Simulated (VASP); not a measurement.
# CuAu (P4/mmm) in VASP: notebook

CuAu is run at these levels: LDA, PBEsol; tasks: single point.

Program: VASP 6.6.1. These are calculated values, not measurements. Logs are shortened: lines on timing, memory, paths and dates and some standing lists are left out, and cuts for length are marked.

### 1 The cell of the first run

Symmetry: P4/mmm, No. 123, tetragonal system. The conventional cell has a = 2.771 Å, b = 2.771 Å, c = 3.586 Å, α = 90.00°, β = 90.00°, γ = 90.00°. Cu (site symmetry 4/mmm) has 8 Au at 2.66 Å and 4 Cu at 2.77 Å within 3.5 Å. Within 3.5 Å of Au (site symmetry 4/mmm) lie 8 Cu at 2.66 Å and 4 Au at 2.77 Å.

### 2 Single point, LDA

INCAR reads:

```
  ALGO = Normal
  EDIFF = 1E-6
  ENCUT = 520
  GGA = CA
  ISIF = 2
  ISMEAR = -1
  LASPH = T
  LCHARG = T
  LELF = T
  LREAL = F
  LVHAR = T
  LWAVE = F
  NBANDS = 18
  NELM = 60
  PREC = Accurate
  SIGMA = 0.1
```

KPOINTS reads:

```
k-points
0
Gamma
  11 11 9
```

POSCAR reads:

```
CuAu
1.0
    2.7713322335      0.0000000000      0.0000000000
    0.0000000000      2.7713322335      0.0000000000
    0.0000000000      0.0000000000      3.5862634188
Cu Au
1 1
Direct
    0.5000000000      0.5000000000      0.5000000000
    0.0000000000      0.0000000000      0.0000000000
```

Potentials or basis: VASP PAW LDA potentials, release 64 (Cu, Au).

The run is started by

```console
$ cat potpaw_LDA.64/Cu/POTCAR potpaw_LDA.64/Au/POTCAR > POTCAR
$ mpirun -np 1 vasp_std > vasp.out
```

OUTCAR:

```text
EDIFF = 1E-6
   ENCUT = 520
   GGA = CA
   ISIF = 2
   ISMEAR = -1
   LASPH = T
   LREAL = F
   NELM = 60
   PREC = Accurate

 ion  position               nearest neighbor table
   1  0.500  0.500  0.500-   2 2.66   2 2.66   2 2.66   2 2.66   2 2.66   2 2.66   2 2.66   2 2.66

   2  0.000  0.000  0.000-   1 2.66   1 2.66   1 2.66   1 2.66   1 2.66   1 2.66   1 2.66   1 2.66

  LATTYP: Found a simple tetragonal cell.
 ALAT       =     2.7713322335
 C/A-ratio  =     1.2940575567

  Lattice vectors:

 A1 = (   2.7713322335,   0.0000000000,   0.0000000000)
 A2 = (   0.0000000000,   2.7713322335,   0.0000000000)
 A3 = (   0.0000000000,   0.0000000000,   3.5862634188)

Analysis of symmetry for initial positions (statically):
=====================================================================
 Subroutine PRICEL returns:
 Original cell was already a primitive cell.

 Routine SETGRP: Setting up the symmetry group for a
 simple tetragonal supercell.

 Subroutine GETGRP returns: Found 16 space group operations
 (whereof 16 operations were pure point group operations)
 out of a pool of 16 trial point group operations.

The static configuration has the point symmetry D_4h.

Analysis of symmetry for dynamics (positions and initial velocities):
=====================================================================
 Subroutine PRICEL returns:
 Original cell was already a primitive cell.

 Routine SETGRP: Setting up the symmetry group for a
 simple tetragonal supercell.

 Subroutine GETGRP returns: Found 16 space group operations
 (whereof 16 operations were pure point group operations)
 out of a pool of 16 trial point group operations.

The dynamic configuration has the point symmetry D_4h.

 Subroutine INISYM returns: Found 16 space group operations
 (whereof 16 operations are pure point group operations),
 and found     1 'primitive' translations

----------------------------------------------------------------------------------------

                                     Primitive cell

  volume of cell :      27.5435

  direct lattice vectors                    reciprocal lattice vectors
     2.771332233  0.000000000  0.000000000     0.360837285  0.000000000  0.000000000
     0.000000000  2.771332233  0.000000000     0.000000000  0.360837285  0.000000000
     0.000000000  0.000000000  3.586263419     0.000000000  0.000000000  0.278841759

  length of vectors
     2.771332233  2.771332233  3.586263419     0.360837285  0.360837285  0.278841759

  position of ions in fractional coordinates (direct lattice)
     0.500000000  0.500000000  0.500000000
     0.000000000  0.000000000  0.000000000

  ion indices of the primitive-cell ions
   primitive index   ion index
                 1           1
                 2           2

----------------------------------------------------------------------------------------

 KPOINTS: k-points

Automatic generation of k-mesh.
 Grid dimensions read from file:
 generate k-points for:   11   11    9

 Generating k-lattice:

  Cartesian coordinates                     Fractional coordinates (reciprocal lattice)
     0.032803390  0.000000000  0.000000000     0.090909091  0.000000000  0.000000000
     0.000000000  0.032803390  0.000000000     0.000000000  0.090909091  0.000000000
     0.000000000  0.000000000  0.030982418     0.000000000  0.000000000  0.111111111

  Length of vectors
     0.032803390  0.032803390  0.030982418

  Shift w.r.t. Gamma in fractional coordinates (k-lattice)
     0.000000000  0.000000000  0.000000000

 Subroutine IBZKPT returns following result:
 ===========================================

 Found    105 irreducible k-points:

 Following reciprocal coordinates:
            Coordinates               Weight
  0.000000  0.000000  0.000000      1.000000
  0.090909  0.000000  0.000000      4.000000
  0.181818  0.000000  0.000000      4.000000
  0.272727  0.000000  0.000000      4.000000
  0.363636  0.000000  0.000000      4.000000
  0.454545  0.000000  0.000000      4.000000
[... 16 lines left out ...]
  0.090909  0.000000  0.111111      8.000000
  0.181818  0.000000  0.111111      8.000000
 [... further k-points ...]
   k-points           NKPTS =    105   k-points in BZ     NKDIM =    105   number of bands    NBANDS=     18
   number of dos      NEDOS =    301   number of ions     NIONS =      2
   total plane-waves  NPLWV =  16128
   dimension x,y,z NGX =    24 NGY =   24 NGZ =   28
   dimension x,y,z NGXF=    48 NGYF=   48 NGZF=   56
   ions per type =               1   1
   NGX,Y,Z   is equivalent  to a cutoff of  14.40, 14.40, 12.98 a.u.
   NGXF,Y,Z  is equivalent  to a cutoff of  28.79, 28.79, 25.96 a.u.
 SYSTEM =  unknown system
   PREC   = accura    normal or accurate (medium, high low for compatibility)
   ISTART =      0    job   : 0-new  1-cont  2-samecut
   ICHARG =      2    charge: 1-file 2-atom 10-const
   ISPIN  =      1    spin polarized calculation?
   LNONCOLLINEAR =      F non collinear calculations
   LSORBIT =      F    spin-orbit coupling
   LASPH  =      T    aspherical Exc in radial PAW
   ENCUT  =  520.0 eV  38.22 Ry    6.18 a.u.   5.15  5.15  6.67*2*pi/ulx,y,z
   NELM   =     60;   NELMIN=  2; NELMDL= -5     # of ELM steps
   EDIFF  = 0.1E-05   stopping-criterion for ELM
   LREAL  =      F    real-space projection
   EDIFFG = 0.1E-04   stopping-criterion for IOM
   NSW    =      0    number of steps for IOM
   IBRION =     -1    ionic relax: 0-MD 1-quasi-New 2-CG
   NFREE  =      0    steps in history (QN), initial steepest desc. (CG)
   ISIF   =      2    stress and relaxation
   ISYM   =      2    0-nonsym 1-usesym 2-fastsym
   POTIM  = 0.5000    time-step for ionic-motion
   TEBEG  =    0.0;   TEEND  =   0.0 temperature during run
   PSTRESS=    0.0 pullay stress
   NELECT =      22.0000    total number of electrons
   NUPDOWN=      -1.0000    fix difference up-down
   EMIN   =  10.00;   EMAX   =-10.00  energy-range for DOS
   EFERMI =   0.00;   METHOD = LEGACY
   ISMEAR =    -1;   SIGMA  =   0.10  broadening in eV -4-tet -1-fermi 0-gaus
   EFERMI_NEDOS =   21; number of points for ismear=-14 and -15
   IALGO  =     38    algorithm
   IMIX   =      4    mixing-type and parameters
     AMIX     =   0.40;   BMIX     =  1.00
     AMIX_MAG =   1.60;   BMIX_MAG =  1.00
  volume/ion in A,a.u.               =      13.77        92.94
  Fermi-wavevector in a.u.,A,eV,Ry     =   1.518947  2.870393 31.391359  2.307200
  Thomas-Fermi vector in A             =   2.627999
   LORBIT       =      0    0 simple, 1 ext, 2 COOP (PROOUT), +10 PAW based schemes
   GGA     = CA    functional components
   LHFCALC =     F    Hartree Fock is set to
   AEXX    =    0.0000 exact exchange contribution
   IVDW    =     0    specifies the selected vdW correction
   LEPSILON=     F    determine dielectric tensor
   LRPA    =     F    only Hartree local field effects (RPA)
 non-spin polarized calculation
  energy-cutoff  :      520.00
  volume of cell :       27.54
 maximum number of plane-waves:       754
 NGX is ok and might be reduce to    24
   NGX = 11   NGY = 11   NGZ = 13

 number of electron      22.0000001 magnetization

 Free energy of the ion-electron system (eV)
  ---------------------------------------------------
  ext. energy  EPLUGINS =         0.00000000
  ---------------------------------------------------
  free energy    TOTEN  =        -9.27663786 eV

  energy without entropy =       -9.25996000  energy(sigma->0) =       -9.26829893

 E-fermi :   9.3967     XC(G=0): -13.2973

 val. band max:        9.3866136843   @ k =   0.4545   0.0909   0.4444
 cond. band min:       9.4139368703   @ k =   0.4545   0.0000   0.3333
 fundamental gap:      0.0273231860
 Fermi energy:         9.3966552093

 k-point     1 :       0.0000    0.0000    0.0000
  band No.  band energies     occupation
      1      -0.9539      2.00000
      2       2.3130      2.00000
      3       2.4842      2.00000
      4       5.0426      2.00000
      5       5.0426      2.00000
      6       6.1888      2.00000
[... 10 lines left out ...]
     17      26.7132      0.00000
     18      26.9341      0.00000

 k-point     2 :       0.0909    0.0000    0.0000
  band No.  band energies     occupation
      1      -0.7538      2.00000
      2       2.4152      2.00000
      3       2.6021      2.00000
      4       4.9260      2.00000
      5       5.0926      2.00000
      6       6.1047      2.00000
[... 10 lines left out ...]
     17      27.0452      0.00000
     18      28.1227      0.00000

 k-point     3 :       0.1818    0.0000    0.0000
  band No.  band energies     occupation
      1      -0.1861      2.00000
      2       2.6308      2.00000
      3       3.0117      2.00000
      4       4.6010      2.00000
      5       5.2369      2.00000
      6       5.8691      2.00000
[... 10 lines left out ...]
     17      26.9408      0.00000
     18      28.9985      0.00000

 k-point     4 :       0.2727    0.0000    0.0000
  band No.  band energies     occupation
      1       0.6462      2.00000
      2       2.9165      2.00000
      3       3.6332      2.00000
      4       4.1680      2.00000
      5       5.4568      2.00000
      6       5.5478      2.00000
[... 375 lines left out ...]
      4       5.0763      2.00000
      5       5.0763      2.00000
      6       6.2183      2.00000
[... 10 lines left out ...]
     17      26.6216      0.00000
     18      28.0597      0.00000

 k-point    23 :       0.0909    0.0000    0.1111
  band No.  band energies     occupation
      1      -0.5955      2.00000
      2       2.4472      2.00000
      3       2.6610      2.00000
      4       4.9455      2.00000
      5       5.1145      2.00000
      6       6.1368      2.00000
[... 10 lines left out ...]
     17      27.3710      0.00000
     18      28.5932      0.00000

 k-point    24 :       0.1818    0.0000    0.1111
  band No.  band energies     occupation
      1      -0.0371      2.00000
      2       2.6596      2.00000
      3       3.0720      2.00000
      4       4.5928      2.00000
      5       5.2149      2.00000
      6       5.9112      2.00000
[... 10 lines left out ...]
     17      27.2859      0.00000
     18      28.0472      0.00000

 [... further k-points ...]
[... 5 lines left out ...]
  --------------------------------------------------------------------------------------
  -------------------------------------------------------------------------------------
  Total        0.0813526      0.0813526      0.0808732      0.0000000      0.0000000      0.0000000
  in kB        4.7321925      4.7321925      4.7043072      0.0000000      0.0000000      0.0000000
  external PRESSURE =       4.7228974 kB  Pullay stress =       0.0000000 kB

 VOLUME and BASIS-vectors are now :
 -----------------------------------------------------------------------------
  energy-cutoff  :      520.00
  volume of cell :       27.54
      direct lattice vectors                 reciprocal lattice vectors
     2.771332233  0.000000000  0.000000000     0.360837285  0.000000000  0.000000000
     0.000000000  2.771332233  0.000000000     0.000000000  0.360837285  0.000000000
     0.000000000  0.000000000  3.586263419     0.000000000  0.000000000  0.278841759

 POSITION                                       TOTAL-FORCE (eV/Angst)
 -----------------------------------------------------------------------------------
      1.38567      1.38567      1.79313         0.000000      0.000000      0.000000
      0.00000      0.00000      0.00000         0.000000      0.000000      0.000000
 -----------------------------------------------------------------------------------
    total drift:                                0.000000      0.000000     -0.000000

  FREE ENERGIE OF THE ION-ELECTRON SYSTEM (eV)
  ---------------------------------------------------
  free  energy   TOTEN  =        -9.2766378630 eV

  energy  without entropy=       -9.2599600021  energy(sigma->0) =       -9.26829893
```

It took 28 s on 1 thread of Intel Xeon Platinum 8559C (Emerald Rapids), shared host; peak memory 0.17 GiB.

What came out:

```yaml
Free_energy: -9.2766 eV
Pressure: 0.5 GPa
Band_gap_on_the_k_mesh: zero (band 11 reaches 13.44 eV, above the bottom of band 12 at 7.23 eV)
```

Caveat: spin-orbit coupling is left out, which moves the levels of the heavy elements.

### 3 Single point, PBEsol

This run uses another cell than the first one, of 14.20 Å³/atom, 1.031 times its volume.

INCAR reads:

```
  PREC = Accurate
  ENCUT = 520
  EDIFF = 1E-6
  ISMEAR = -1
  SIGMA = 0.1
  LREAL = F
  LASPH = T
  NELM = 80
  ALGO = Normal
  ISIF = 2
  LWAVE = F
  LCHARG = F
  GGA = PS
  NBANDS = 18
```

KPOINTS reads:

```
Automatic mesh
0
Gamma
  11 11 9
```

POSCAR reads:

```
CuAu
1.0
    2.7940435837      0.0000000000      0.0000000000
    0.0000000000      2.7940435837      0.0000000000
    0.0000000000      0.0000000000      3.6382942362
Cu Au
1 1
Direct
    0.5000000000      0.5000000000      0.5000000000
    0.0000000000      0.0000000000      0.0000000000
```

Potentials or basis: VASP PAW PBE potentials, release 64 (Cu, Au).

The run is started by

```console
$ cat potpaw_PBE.64/Cu/POTCAR potpaw_PBE.64/Au/POTCAR > POTCAR
$ mpirun -np 1 vasp_std > vasp.out
```

OUTCAR:

```text
PREC = Accurate
   ENCUT = 520
   EDIFF = 1E-6
   ISMEAR = -1
   LREAL = F
   LASPH = T
   NELM = 80
   ISIF = 2
   GGA = PS

 ion  position               nearest neighbor table
   1  0.500  0.500  0.500-   2 2.69   2 2.69   2 2.69   2 2.69   2 2.69   2 2.69   2 2.69   2 2.69

   2  0.000  0.000  0.000-   1 2.69   1 2.69   1 2.69   1 2.69   1 2.69   1 2.69   1 2.69   1 2.69

  LATTYP: Found a simple tetragonal cell.
 ALAT       =     2.7940435837
 C/A-ratio  =     1.3021608744

  Lattice vectors:

 A1 = (   2.7940435837,   0.0000000000,   0.0000000000)
 A2 = (   0.0000000000,   2.7940435837,   0.0000000000)
 A3 = (   0.0000000000,   0.0000000000,   3.6382942362)

Analysis of symmetry for initial positions (statically):
=====================================================================
 Subroutine PRICEL returns:
 Original cell was already a primitive cell.

 Routine SETGRP: Setting up the symmetry group for a
 simple tetragonal supercell.

 Subroutine GETGRP returns: Found 16 space group operations
 (whereof 16 operations were pure point group operations)
[... 157 lines left out ...]
  ---------------------------------------------------
  ext. energy  EPLUGINS =         0.00000000
  ---------------------------------------------------
  free energy    TOTEN  =        -8.36877883 eV

  energy without entropy =       -8.35129640  energy(sigma->0) =       -8.36003761

 E-fermi :   8.9311     XC(G=0): -12.9810

 val. band max:        8.8829191812   @ k =   0.4545   0.2727   0.2222
 cond. band min:       8.9422803738   @ k =   0.4545   0.0909   0.4444
 fundamental gap:      0.0593611926
 Fermi energy:         8.9310838994

 k-point     1 :       0.0000    0.0000    0.0000
  band No.  band energies     occupation
      1      -1.1451      2.00000
      2       2.1145      2.00000
      3       2.2750      2.00000
      4       4.7498      2.00000
      5       4.7498      2.00000
      6       5.8464      2.00000
[... 481 lines left out ...]
      5       4.9133      2.00000
      6       5.5609      2.00000
[... 10 lines left out ...]
     17      26.5073      0.00000
     18      27.3897      0.00000

 [... further k-points ...]
[... 5 lines left out ...]
  --------------------------------------------------------------------------------------
  -------------------------------------------------------------------------------------
  Total        0.0079961      0.0079961      0.0238260      0.0000000      0.0000000     -0.0000000
  in kB        0.4510507      0.4510507      1.3439967      0.0000000      0.0000000     -0.0000000
  external PRESSURE =       0.7486994 kB  Pullay stress =       0.0000000 kB

 VOLUME and BASIS-vectors are now :
 -----------------------------------------------------------------------------
  energy-cutoff  :      520.00
  volume of cell :       28.40
      direct lattice vectors                 reciprocal lattice vectors
     2.794043584  0.000000000  0.000000000     0.357904224  0.000000000  0.000000000
     0.000000000  2.794043584  0.000000000     0.000000000  0.357904224  0.000000000
     0.000000000  0.000000000  3.638294236     0.000000000  0.000000000  0.274854076

 POSITION                                       TOTAL-FORCE (eV/Angst)
 -----------------------------------------------------------------------------------
      1.39702      1.39702      1.81915         0.000000      0.000000      0.000000
      0.00000      0.00000      0.00000         0.000000      0.000000      0.000000
 -----------------------------------------------------------------------------------
    total drift:                                0.000000      0.000000     -0.000000

  FREE ENERGIE OF THE ION-ELECTRON SYSTEM (eV)
  ---------------------------------------------------
  free  energy   TOTEN  =        -8.3687788257 eV

  energy  without entropy=       -8.3512964002  energy(sigma->0) =       -8.36003761
```

OSZICAR:

```text
N       E                     dE             d eps       ncg     rms          rms(c)
DAV:   1     0.126563900848E+03    0.12656E+03   -0.11004E+04  4088   0.172E+03
DAV:   2    -0.441227294075E+01   -0.13098E+03   -0.12285E+03  3836   0.299E+02
DAV:   3    -0.952156145388E+01   -0.51093E+01   -0.50099E+01  4494   0.689E+01
DAV:   4    -0.959198034960E+01   -0.70419E-01   -0.70357E-01  4802   0.672E+00
DAV:   5    -0.959368164735E+01   -0.17013E-02   -0.17012E-02  4864   0.105E+00    0.129E+01
DAV:   6    -0.895314824282E+01    0.64053E+00   -0.90285E+00  4068   0.817E+01    0.589E+00
DAV:   7    -0.844433887392E+01    0.50881E+00   -0.33384E+00  4706   0.853E+01    0.609E+00
DAV:   8    -0.837708079500E+01    0.67258E-01   -0.26477E-01  5428   0.120E+01    0.282E+00
DAV:   9    -0.836924034608E+01    0.78404E-02   -0.13982E-02  5786   0.201E+00    0.180E-01
DAV:  10    -0.836879587243E+01    0.44447E-03   -0.27817E-03  4924   0.118E+00    0.612E-02
DAV:  11    -0.836878200024E+01    0.13872E-04   -0.10571E-04  5788   0.187E-01    0.304E-02
DAV:  12    -0.836877894704E+01    0.30532E-05   -0.83714E-06  5154   0.867E-02    0.387E-03
DAV:  13    -0.836877882573E+01    0.12131E-06   -0.55027E-07  2248   0.146E-02
   1 F= -.83687788E+01 E0= -.83600376E+01  d E =-.174824E-01
```

stdout:

```text
POSCAR found type information on POSCAR CuAu
 POSCAR found :  2 types and       2 ions
 scaLAPACK will be used
 -----------------------------------------------------------------------------
|                                                                             |
|                                                                             |
|     You enforced a specific xc type in the INCAR file but a different       |
|     I HOPE YOU KNOW WHAT YOU ARE DOING!                                     |
|                                                                             |
 -----------------------------------------------------------------------------

 LDA part: xc-table for (Slater+PW92), standard interpolation
 POSCAR, INCAR and KPOINTS ok, starting setup
 FFT: planning ... GRIDC
 FFT: planning ... GRID_SOFT
 FFT: planning ... GRID
 WAVECAR not read
 entering main loop
```

It took 20 s on 1 thread of Intel Xeon Platinum 8559C (Emerald Rapids), shared host; peak memory 0.19 GiB.

What came out:

| Property | Result |
| --- | --- |
| Free energy | -8.3688 eV |
| Pressure | 0.1 GPa |
| Band gap on the k mesh | zero (band 11 reaches 12.87 eV, above the bottom of band 12 at 6.90 eV) |

Stress tensor (GPa, compression positive):
```
0.05 0.00 0.00
0.00 0.05 0.00
0.00 0.00 0.13
```

Caveat: the PAW data sets were made with another functional, which shifts forces and pressure a little; spin-orbit coupling is left out, which moves the levels of the heavy elements.
